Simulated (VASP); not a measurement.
Set up this calculation in VASP 6.6.1, as the native input.

| Item | Value |
| --- | --- |
| Task | single point |
| Functional | r2SCANh |
| Potentials or basis | VASP PAW PBE potentials, release 64 (Ga_d, F) |
| Cutoff | 520 eV |
| k mesh | 4 × 4 × 4 |
| Occupations | fermi-dirac, width 0.05 eV |
| Spin | no spin polarisation |
| Dipole correction | no |
| Grid for exact exchange (PRECFOCK) | Normal |
| Further INCAR settings | ALGO = Normal; EDIFF = 1e-06; NBANDS = 17 |

GaF:

```
CELL_PARAMETERS angstrom
3.14467 0.00000 0.00000
0.00000 3.14467 0.00000
0.00000 0.00000 3.14467
ATOMIC_POSITIONS crystal
Ga 0.00000 0.00000 0.00000
F 0.50000 0.50000 0.50000
```

These files were run (other wordings do the same):

POSCAR

```
GaF
1.0
    3.1446715745      0.0000000000      0.0000000000
    0.0000000000      3.1446715745      0.0000000000
    0.0000000000      0.0000000000      3.1446715745
Ga F
1 1
Direct
    0.0000000000      0.0000000000      0.0000000000
    0.5000000000      0.5000000000      0.5000000000
```

INCAR.step1

```
SYSTEM = GaF
  PREC = Accurate
  ENCUT = 520
  EDIFF = 1E-5
  ISMEAR = -1
  SIGMA = 0.05
  LREAL = .FALSE.
  LASPH = .TRUE.
  NELM = 60
  ALGO = Normal
  ISIF = 2
  LWAVE = .TRUE.
  LCHARG = .FALSE.
  GGA = PE
  NBANDS = 17
```

INCAR.step2

```
SYSTEM = GaF
  PREC = Accurate
  ENCUT = 520
  EDIFF = 1E-6
  ISMEAR = -1
  SIGMA = 0.05
  LREAL = .FALSE.
  LASPH = .TRUE.
  NELM = 60
  ALGO = Normal
  ISIF = 2
  LWAVE = .FALSE.
  LCHARG = .FALSE.
  METAGGA = R2SCAN
  LHFCALC = .TRUE.
  AEXX = 0.1
  LMIXTAU = .TRUE.
  PRECFOCK = Normal
  ISTART = 1
  NBANDS = 17
```

KPOINTS

```
Automatic mesh
0
G
  4 4 4
  0 0 0
```

Potentials or basis: VASP PAW PBE potentials, release 64 (Ga_d, F).

Launch:

```console
$ cat potpaw_PBE.64/Ga_d/POTCAR potpaw_PBE.64/F/POTCAR > POTCAR
$ cp INCAR.step1 INCAR
$ mpirun -np 1 vasp_std > vasp.out
$ cp INCAR.step2 INCAR
$ mpirun -np 1 vasp_std > vasp.out
```

Results of the run:

```yaml
Pressure: -0.4 GPa
Band_gap_on_the_k_mesh: 0.83 eV, indirect (least direct gap 2.06 eV)
```

Caveat: the k points lie up to 0.50 Å⁻¹ apart; the PAW data sets were made with another functional, which shifts forces and pressure a little.

Wall time 7.4 min on 1 thread of AMD EPYC 7R43 64-Core Processor (Zen 3) (shared host), peak memory 0.11 GiB.
